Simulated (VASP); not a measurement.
# PbO (P4/nmm) in VASP: notebook

The runs below take PbO through single point, relaxation of shape and atoms at fixed volume, with PBE+D3(BJ).

Everything below comes from runs of VASP 6.6.1. Logs are shortened: lines on timing, memory, paths and dates and some standing lists are left out, and cuts for length are marked.

## 1. The cell of the first run

The structure is tetragonal, space group P4/nmm (No. 129). The conventional cell has a = 4.056 Å, b = 4.056 Å, c = 5.434 Å, α = 90.00°, β = 90.00°, γ = 90.00°. Pb (site symmetry 4mm) has 4 O at 2.35 Å within 3.1 Å. Within 3.1 Å of O (site symmetry -4m2) lie 4 Pb at 2.35 Å and 4 O at 2.87 Å.

## 2. Single point, PBE+D3(BJ) (22.35 Å³/atom)

Input file INCAR:

```
SYSTEM = PbO
ALGO = Normal
EDIFF = 1E-6
ENCUT = 520
GGA = PE
ISIF = 2
ISMEAR = 0
IVDW = 12
LASPH = .TRUE.
LCHARG = .TRUE.
LELF = .TRUE.
LREAL = .FALSE.
LVHAR = .TRUE.
LWAVE = .FALSE.
NBANDS = 28
NELM = 80
PREC = Accurate
SIGMA = 0.02
```

Input file KPOINTS:

```
k-points
0
G
  8 8 6
  0 0 0
```

Input file POSCAR:

```
PbO
1.0
    4.0560996471      0.0000000000      0.0000000000
    0.0000000000      4.0560996471      0.0000000000
    0.0000000000      0.0000000000      5.4338853694
Pb O
2 2
Direct
    0.0000000000      0.5000000000      0.2187971452
    0.5000000000      0.0000000000      0.7812028548
    0.0000000000      0.0000000000      0.0000000000
    0.5000000000      0.5000000000      0.0000000000
```

Potentials or basis: VASP PAW PBE potentials, release 64 (Pb_d, O).

Started as:

```bash
> cat potpaw_PBE.64/Pb_d/POTCAR potpaw_PBE.64/O/POTCAR > POTCAR
> mpirun -np 1 vasp_std > vasp.out
```

OUTCAR:

```text
SYSTEM = PbO
   EDIFF = 1E-6
   ENCUT = 520
   GGA = PE
   ISIF = 2
   ISMEAR = 0
   IVDW = 12
   LASPH = .TRUE.
   LREAL = .FALSE.
   NELM = 80
   PREC = Accurate
 IVDW          = 12

 ion  position               nearest neighbor table
   1  0.000  0.500  0.219-   3 2.35   4 2.35   3 2.35   4 2.35   2 3.73   2 3.73   2 3.73   2 3.73

   2  0.500  0.000  0.781-   3 2.35   4 2.35   4 2.35   3 2.35   1 3.73   1 3.73   1 3.73   1 3.73

   3  0.000  0.000  0.000-   1 2.35   2 2.35   1 2.35   2 2.35
   4  0.500  0.500  0.000-   1 2.35   2 2.35   2 2.35   1 2.35

  LATTYP: Found a simple tetragonal cell.
 ALAT       =     4.0560996471
 C/A-ratio  =     1.3396824147

  Lattice vectors:

 A1 = (   4.0560996471,   0.0000000000,   0.0000000000)
 A2 = (   0.0000000000,   4.0560996471,   0.0000000000)
 A3 = (   0.0000000000,   0.0000000000,   5.4338853694)

Analysis of symmetry for initial positions (statically):
=====================================================================
 Subroutine PRICEL returns:
 Original cell was already a primitive cell.

 Routine SETGRP: Setting up the symmetry group for a
 simple tetragonal supercell.

 Subroutine GETGRP returns: Found 16 space group operations
 (whereof  8 operations were pure point group operations)
 out of a pool of 16 trial point group operations.

The static configuration has the point symmetry D_2d.
 The point group associated with its full space group is D_4h.

Analysis of symmetry for dynamics (positions and initial velocities):
=====================================================================
 Subroutine PRICEL returns:
 Original cell was already a primitive cell.

 Routine SETGRP: Setting up the symmetry group for a
 simple tetragonal supercell.

 Subroutine GETGRP returns: Found 16 space group operations
 (whereof  8 operations were pure point group operations)
 out of a pool of 16 trial point group operations.

The dynamic configuration has the point symmetry D_2d.
 The point group associated with its full space group is D_4h.

 Subroutine INISYM returns: Found 16 space group operations
 (whereof  8 operations are pure point group operations),
 and found     1 'primitive' translations

----------------------------------------------------------------------------------------

                                     Primitive cell
[... 92 lines left out ...]
   LASPH  =      T    aspherical Exc in radial PAW
   ENCUT  =  520.0 eV  38.22 Ry    6.18 a.u.   7.54  7.54 10.10*2*pi/ulx,y,z
   NELM   =     80;   NELMIN=  2; NELMDL= -5     # of ELM steps
   EDIFF  = 0.1E-05   stopping-criterion for ELM
   LREAL  =      F    real-space projection
   EDIFFG = 0.1E-04   stopping-criterion for IOM
   NSW    =      0    number of steps for IOM
   IBRION =     -1    ionic relax: 0-MD 1-quasi-New 2-CG
   NFREE  =      0    steps in history (QN), initial steepest desc. (CG)
   ISIF   =      2    stress and relaxation
   ISYM   =      2    0-nonsym 1-usesym 2-fastsym
   POTIM  = 0.5000    time-step for ionic-motion
   TEBEG  =    0.0;   TEEND  =   0.0 temperature during run
   PSTRESS=    0.0 pullay stress
   NELECT =      40.0000    total number of electrons
   NUPDOWN=      -1.0000    fix difference up-down
   EMIN   =  10.00;   EMAX   =-10.00  energy-range for DOS
   EFERMI =   0.00;   METHOD = LEGACY
   ISMEAR =     0;   SIGMA  =   0.02  broadening in eV -4-tet -1-fermi 0-gaus
   EFERMI_NEDOS =   21; number of points for ismear=-14 and -15
   IALGO  =     38    algorithm
   IMIX   =      4    mixing-type and parameters
     AMIX     =   0.40;   BMIX     =  1.00
     AMIX_MAG =   1.60;   BMIX_MAG =  1.00
  volume/ion in A,a.u.               =      22.35       150.82
  Fermi-wavevector in a.u.,A,eV,Ry     =   1.252138  2.366198 21.331895  1.567850
  Thomas-Fermi vector in A             =   2.386053
   LORBIT       =      0    0 simple, 1 ext, 2 COOP (PROOUT), +10 PAW based schemes
   GGA     = PE    functional components
   LHFCALC =     F    Hartree Fock is set to
   AEXX    =    0.0000 exact exchange contribution
   IVDW    =    12    specifies the selected vdW correction
   LEPSILON=     F    determine dielectric tensor
   LRPA    =     F    only Hartree local field effects (RPA)
 non-spin polarized calculation
 Gauss-broadening in eV      SIGMA  =   0.02
  energy-cutoff  :      520.00
  volume of cell :       89.40
 maximum number of plane-waves:      2436
   NGX = 15   NGY = 15   NGZ = 21

 number of electron      39.9999994 magnetization

 Free energy of the ion-electron system (eV)
  ---------------------------------------------------
  ext. energy  EPLUGINS =         0.00000000
  ---------------------------------------------------
  free energy    TOTEN  =       -21.51499922 eV

  energy without entropy =      -21.51499922  energy(sigma->0) =      -21.51499922

 E-fermi :   4.1079     XC(G=0):  -9.1656

 val. band max:        3.9740783984   @ k =   0.1250   0.0000   0.0000
 cond. band min:       5.6475017824   @ k =   0.5000   0.5000   0.0000
 fundamental gap:      1.6734233840
 Fermi energy:         4.1079287436

 k-point     1 :       0.0000    0.0000    0.0000
  band No.  band energies     occupation
      1     -13.9545      2.00000
      2     -13.5556      2.00000
      3     -11.9037      2.00000
      4     -11.9037      2.00000
      5     -11.8561      2.00000
      6     -11.8416      2.00000
[... 733 lines left out ...]
     27      13.2637      0.00000
     28      13.2637      0.00000

 [... further k-points ...]

------------------------ aborting loop because EDIFF is reached ----------------------------------------

 Edisp (eV)   -0.84764

 E8    (eV) :    -0.3888

  FORCE on cell =-STRESS in cart. coord.  units (eV):
  Direction    XX          YY          ZZ          XY          YZ          ZX
  --------------------------------------------------------------------------------------
  -------------------------------------------------------------------------------------
  Total      -0.72331    -0.72331    -0.65754     0.00000     0.00000     0.00000
  in kB     -12.96307   -12.96307   -11.78432     0.00000     0.00000     0.00000
  external pressure =      -12.57 kB  Pullay stress =        0.00 kB

 VOLUME and BASIS-vectors are now :
 -----------------------------------------------------------------------------
  energy-cutoff  :      520.00
  volume of cell :       89.40
      direct lattice vectors                 reciprocal lattice vectors
     4.056099647  0.000000000  0.000000000     0.246542266  0.000000000  0.000000000
     0.000000000  4.056099647  0.000000000     0.000000000  0.246542266  0.000000000
     0.000000000  0.000000000  5.433885369     0.000000000  0.000000000  0.184030382

 POSITION                                       TOTAL-FORCE (eV/Angst)
 -----------------------------------------------------------------------------------
      0.00000      2.02805      1.18892         0.000000     -0.000000      0.040342
      2.02805      0.00000      4.24497         0.000000     -0.000000     -0.040342
      0.00000      0.00000      0.00000         0.000000      0.000000      0.000000
      2.02805      2.02805      0.00000        -0.000000     -0.000000      0.000000
 -----------------------------------------------------------------------------------
    total drift:                                0.000000      0.000000     -0.000000

  FREE ENERGIE OF THE ION-ELECTRON SYSTEM (eV)
  ---------------------------------------------------
  free  energy   TOTEN  =       -22.3626389054 eV

  energy  without entropy=      -22.3626389054  energy(sigma->0) =      -22.36263891
```

OSZICAR:

```text
N       E                     dE             d eps       ncg     rms          rms(c)
DAV:   1     0.457872490295E+03    0.45787E+03   -0.19641E+04  3360   0.164E+03
DAV:   2     0.372397686305E+02   -0.42063E+03   -0.40392E+03  3412   0.438E+02
DAV:   3    -0.234733127040E+02   -0.60713E+02   -0.59348E+02  4320   0.180E+02
DAV:   4    -0.263306463749E+02   -0.28573E+01   -0.28462E+01  3860   0.415E+01
DAV:   5    -0.264230379810E+02   -0.92392E-01   -0.92382E-01  3860   0.808E+00    0.125E+01
DAV:   6    -0.217582994594E+02    0.46647E+01   -0.26836E+01  4920   0.389E+01    0.579E+00
DAV:   7    -0.215516890033E+02    0.20661E+00   -0.32221E+00  4124   0.125E+01    0.255E+00
DAV:   8    -0.215207709768E+02    0.30918E-01   -0.57205E-01  3708   0.486E+00    0.786E-01
DAV:   9    -0.215135626687E+02    0.72083E-02   -0.55788E-02  5404   0.181E+00    0.312E-01
DAV:  10    -0.215151993713E+02   -0.16367E-02   -0.13714E-02  3856   0.785E-01    0.984E-02
DAV:  11    -0.215150529312E+02    0.14644E-03   -0.28120E-03  4912   0.400E-01    0.738E-02
DAV:  12    -0.215150040191E+02    0.48912E-04   -0.50748E-04  4824   0.215E-01    0.186E-02
DAV:  13    -0.215149987679E+02    0.52512E-05   -0.63339E-05  4368   0.634E-02    0.352E-03
DAV:  14    -0.215149992235E+02   -0.45558E-06   -0.59766E-06  3848   0.163E-02
   1 F= -.22362639E+02 E0= -.22362639E+02  d E =-.427355E-23
```

stdout:

```text
POSCAR found type information on POSCAR PbO
 POSCAR found :  2 types and       4 ions
 scaLAPACK will be used
 LDA part: xc-table for (Slater+PW92), standard interpolation
 POSCAR, INCAR and KPOINTS ok, starting setup
 FFT: planning ... GRIDC
 FFT: planning ... GRID_SOFT
 FFT: planning ... GRID
 WAVECAR not read
 entering main loop
```

Run time: 3.4 min. Hardware: 1 thread of Intel Xeon 8259CL, shared host; peak memory 0.27 GiB.

What came out:

```yaml
Free_energy: -22.3626 eV
Pressure: -1.3 GPa
Largest_force: 0.040 eV/Å
Band_gap_on_the_k_mesh: 1.67 eV (least direct gap 1.99 eV)
Dispersion_energy_per_atom: -0.212 eV
```

Forces on the atoms (eV/Å):
```
Pb   0.000  0.000  0.040
Pb   0.000  0.000 -0.040
O    0.000  0.000  0.000
O    0.000  0.000  0.000
```

Caveat: spin-orbit coupling is left out, which moves the levels of the heavy elements. A k mesh can miss the band edges.

## 3. Relaxation of shape and atoms at fixed volume, PBE+D3(BJ) (17.88 Å³/atom)

This run uses another cell than the first one, of 17.88 Å³/atom.

Input file INCAR:

```
SYSTEM = PbO
PREC = Accurate
ENCUT = 600
EDIFF = 1E-6
ISMEAR = 0
SIGMA = 0.02
LREAL = .False.
LASPH = .True.
NELM = 60
ALGO = Normal
ISIF = 4
LWAVE = .False.
LCHARG = .False.
GGA = PE
IVDW = 12
IBRION = 2
NSW = 50
EDIFFG = -0.01
```

Input file KPOINTS:

```
Automatic mesh
0
Gamma
  8 8 6
  0 0 0
```

Input file POSCAR:

```
PbO
1.0
    3.9641659099      0.0000000000      0.0000000000
    0.0000000000      3.9641659099      0.0000000000
    0.0000000000      0.0000000000      4.5510755630
Pb O
2 2
Direct
    0.0000000000      0.5000000000      0.2564072297
    0.5000000000      0.0000000000      0.7435927703
    0.0000000000      0.0000000000      0.0000000000
    0.5000000000      0.5000000000      0.0000000000
```

Potentials or basis: VASP PAW PBE potentials, release 64 (Pb_d, O).

Started as:

```bash
> cat potpaw_PBE.64/Pb_d/POTCAR potpaw_PBE.64/O/POTCAR > POTCAR
> mpirun -np 1 vasp_std > vasp.out
```

Wall time 11 min (1 thread of Intel Xeon 8259CL, shared host); peak memory 0.27 GiB.

Results (log left out):

```yaml
Free_energy: -22.2881 eV
Energy_gained_by_relaxing: 4.7 meV/atom
Ionic_steps: 9
Pressure_after_relaxing: 4.2 GPa
Largest_force_after_relaxing: 0.007 eV/Å
Band_gap_on_the_k_mesh: 0.90 eV (least direct gap 1.81 eV)
Dispersion_energy_per_atom: -0.266 eV
```

Forces on the atoms (eV/Å):
```
Pb   0.000  0.000 -0.007
Pb   0.000  0.000  0.007
O    0.000  0.000  0.000
O    0.000  0.000  0.000
```

The path:
```
step  energy change (eV)  largest force (eV/Å)  pressure (GPa)  volume (Å³)
   1              0.0000                0.4642            6.45        71.52
   2             -0.0130                0.0787            5.16        71.52
   3             -0.0137                0.0277            4.79        71.52
   4             -0.0158                0.0164            4.65        71.52
   5             -0.0187                0.0132            4.31        71.52
   6             -0.0187                0.0140            4.28        71.52
   7             -0.0187                0.0152            4.26        71.52
   8             -0.0187                0.0154            4.27        71.52
   9             -0.0187                0.0071            4.19        71.52
```

Final structure:
```
Pb O
1.0
     4.01076    0.00000    0.00000
     0.00000    4.01076    0.00000
     0.00000    0.00000    4.44596
Pb O
2 2
Direct
  0.00000 0.50000 0.26404
  0.50000 0.00000 0.73596
  0.00000 0.00000 0.00000
  0.50000 0.50000 0.00000
```

Levels at points of the mesh, in eV from the valence-band top:
```
           k point  band 16  band 17  band 18  band 19  band 20  band 21  band 22  band 23  band 24
(0.00, 0.00, 0.00)    -4.26    -1.55    -1.55    -1.52    -0.08     3.22     5.38     5.38     6.90
(0.50, 0.00, 0.00)    -2.92    -2.89    -2.89    -1.44    -1.44     4.03     4.03     6.65     6.65
(0.50, 0.50, 0.00)    -3.04    -1.26    -1.26    -0.91    -0.91     0.90     0.90     5.90     5.90
(0.00, 0.00, 0.50)    -3.54    -1.63    -1.58    -1.58    -0.43     2.16     3.49     3.49     3.70
(0.50, 0.00, 0.50)    -3.71    -2.81    -2.81    -0.69    -0.69     3.69     3.69     6.02     6.02
(0.50, 0.50, 0.50)    -3.98    -2.44    -2.44    -0.92    -0.92     3.72     3.72     6.07     6.07
```

Caveat: spin-orbit coupling is left out, which moves the levels of the heavy elements.

## 4. Relaxation of shape and atoms at fixed volume, PBE+D3(BJ) (18.49 Å³/atom)

This run uses another cell than the first one, of 18.49 Å³/atom.

Input file INCAR:

```
PREC     = Accurate       # precision mode
ENCUT    = 600            # plane-wave cutoff, eV
EDIFF    = 1E-6           # SCF threshold, eV
ISMEAR   = 0              # smearing method
SIGMA    = 0.02           # smearing width, eV
LREAL    = False          # projectors in reciprocal space
LASPH    = True           # aspherical terms in the spheres
NELM     = 100            # most SCF steps
ALGO     = Normal         # electronic algorithm
ISIF     = 4              # what is computed and relaxed
LWAVE    = False          # write WAVECAR
LCHARG   = False          # write CHGCAR
GGA      = PE             # functional
IVDW     = 12             # dispersion correction
IBRION   = 2              # ionic algorithm
NSW      = 50             # ionic steps
EDIFFG   = -0.01          # ionic threshold
```

Input file KPOINTS:

```
regular mesh
0
Gamma
  8 8 6
```

Input file POSCAR:

```
PbO
1.0
    3.9737446639      0.0000000000      0.0000000000
    0.0000000000      3.9737446639      0.0000000000
    0.0000000000      0.0000000000      4.6835643965
Pb O
2 2
Direct
    0.0000000000      0.5000000000      0.2500406459
    0.5000000000      0.0000000000      0.7499593541
    0.0000000000      0.0000000000      0.0000000000
    0.5000000000      0.5000000000      0.0000000000
```

Started as:

```bash
> cat potpaw_PBE.64/Pb_d/POTCAR potpaw_PBE.64/O/POTCAR > POTCAR
> mpirun -np 1 vasp_std > vasp.out
```

Wall time 8.9 min (1 thread of Intel Xeon 8259CL, shared host); peak memory 0.28 GiB.

The run converged. Its results:

```
Free energy                  : -22.3434 eV
Energy gained by relaxing    : 4.4 meV/atom
Ionic steps                  : 7
Pressure after relaxing      : 2.7 GPa
Largest force after relaxing : 0.006 eV/Å
Band gap on the k mesh       : 0.97 eV (least direct gap 1.89 eV)
Dispersion energy per atom   : -0.257 eV
```

Forces on the atoms (eV/Å):
```
Pb   0.000  0.000 -0.006
Pb   0.000  0.000  0.006
O    0.000  0.000  0.000
O    0.000  0.000  0.000
```

The path:
```tsv
step	energy change (eV)	largest force (eV/Å)	pressure (GPa)	volume (Å³)
1	0.0000	0.4507	4.84	73.96
2	-0.0124	0.0831	3.61	73.96
3	-0.0131	0.0248	3.23	73.96
4	-0.0151	0.0137	3.10	73.96
5	-0.0176	0.0148	2.78	73.96
6	-0.0176	0.0143	2.78	73.96
7	-0.0176	0.0056	2.73	73.96
```

Final structure:
```xyz
4
Lattice="4.0158 0.0000 0.0000 0.0000 4.0158 0.0000 0.0000 0.0000 4.5859" Properties=species:S:1:pos:R:3 pbc="T T T"
Pb    4.0158    2.0079    1.1795
Pb    2.0079    4.0158    3.4063
O     0.0000    0.0000    0.0000
O     2.0079    2.0079    0.0000
```

Levels at points of the mesh, in eV from the valence-band top:
| k point | band 16 | band 17 | band 18 | band 19 | band 20 | band 21 | band 22 | band 23 | band 24 |
| --- | --- | --- | --- | --- | --- | --- | --- | --- | --- |
| (0.00, 0.00, 0.00) | -4.20 | -1.55 | -1.55 | -1.54 | -0.05 | 2.97 | 5.40 | 5.40 | 6.55 |
| (0.50, 0.00, 0.00) | -2.92 | -2.89 | -2.89 | -1.49 | -1.49 | 3.84 | 3.84 | 6.61 | 6.61 |
| (0.50, 0.50, 0.00) | -3.09 | -1.37 | -1.37 | -0.92 | -0.92 | 0.97 | 0.97 | 5.70 | 5.70 |
| (0.00, 0.00, 0.50) | -3.79 | -1.63 | -1.57 | -1.57 | -0.55 | 2.10 | 3.61 | 3.61 | 3.84 |
| (0.50, 0.00, 0.50) | -3.65 | -2.81 | -2.81 | -0.75 | -0.75 | 3.51 | 3.51 | 6.06 | 6.06 |
| (0.50, 0.50, 0.50) | -3.88 | -2.37 | -2.37 | -0.92 | -0.92 | 3.62 | 3.62 | 5.69 | 5.69 |

Caveat: spin-orbit coupling is left out, which moves the levels of the heavy elements. A k mesh can miss the band edges.

## 5. Overview

| task | cell | cutoff (eV) | gap on the mesh (eV) | pressure (GPa) | largest force (eV/Å) |
| --- | --- | --- | --- | --- | --- |
| single point | a = 4.056, b = 4.056, c = 5.434 Å, 4 atoms, atomic positions A | 520 | 1.67 | -1.3 | 0.04 |
| relaxation of shape and atoms at fixed volume | relaxed from a = 3.964, b = 3.964, c = 4.551 Å, 4 atoms, atomic positions B | 600 | 0.90 | 4.2 | 0.01 |
| relaxation of shape and atoms at fixed volume | relaxed from a = 3.974, b = 3.974, c = 4.684 Å, 4 atoms, atomic positions C | 600 | 0.97 | 2.7 | 0.01 |

Alike in all rows: level PBE+D3(BJ); potentials or basis VASP PAW PBE potentials, release 64 (Pb_d, O); no spin polarisation; k mesh 8 × 8 × 6; smearing gaussian 0.02 eV.

Caveats: spin-orbit coupling is left out, which moves the levels of the heavy elements.

Total energies depend on the potentials used, so only differences within one code and one set of settings carry meaning.
